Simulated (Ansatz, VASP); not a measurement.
**Two plane-wave programs on CdF2**

```
Cd F
1.0
     0.00000    2.63799    2.63799
     2.63799    0.00000    2.63799
     2.63799    2.63799    0.00000
Cd F
1 2
Direct
  0.00000 0.00000 0.00000
  0.25000 0.25000 0.25000
  0.75000 0.75000 0.75000
```

Alike in both runs: task single point; functional PBE; dispersion D3(BJ); k mesh 8 × 8 × 8; occupations gaussian, width 0.02 eV; no spin polarisation.

|  | VASP | Ansatz |
| --- | --- | --- |
| version | VASP 6.6.1 | Ansatz 0.2.0 |
| potentials or method | VASP PAW PBE potentials, release 64 (Cd_sv_GW, F), cutoff 600 eV | scalar-relativistic, plane waves, PAW |
| valence electrons in the cell | 34 | 34 |

Ansatz gave:

- gap on the k mesh at the Fermi level (eV): 3.33
- least direct gap on the mesh (eV): 3.74
- pressure (GPa): 11.7

Question: Estimate VASP's values.

Answer: gap on the k mesh at the Fermi level (eV): 3.32; least direct gap on the mesh (eV): 3.73; pressure (GPa): 10.9.
